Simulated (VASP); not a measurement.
A run of VASP 6.6.1:

Contents of INCAR:

```
  PREC = Accurate
  ENCUT = 520
  EDIFF = 1E-7
  ISMEAR = 0
  SIGMA = 0.15
  LREAL = F
  LASPH = T
  NELM = 80
  ALGO = Normal
  ISIF = 2
  LWAVE = F
  LCHARG = F
  GGA = PE
  NBANDS = 24
```

The input KPOINTS:

```
regular mesh
0
Gamma
  14 14 14
```

Contents of POSCAR:

```
AlNi3
1.0
    0.0000000000      2.8104203556      2.8104203556
    2.8104203556      0.0000000000      2.8104203556
    2.8104203556      2.8104203556      0.0000000000
Al Ni
1 3
Direct
    0.5000000000      0.5000000000      0.5000000000
    0.2500000000      0.2500000000      0.2500000000
    0.0000000000      0.0000000000      0.0000000000
    0.7500000000      0.7500000000      0.7500000000
```

Potentials or basis: VASP PAW PBE potentials, release 64 (Al, Ni).

Launch:

```bash
$ cat potpaw_PBE.64/Al/POTCAR potpaw_PBE.64/Ni/POTCAR > POTCAR
$ mpirun -np 1 vasp_std > vasp.out
```

Hardware: 1 thread of Intel(R) Xeon(R) 6975P-C (Granite Rapids), on a shared host.

Problem. Estimate the wall time of this run.

Solution. Run time: 55 s on 1 thread of Intel(R) Xeon(R) 6975P-C (Granite Rapids) (shared host), peak memory 0.23 GiB. Counts: scf iterations 16, k points 104.
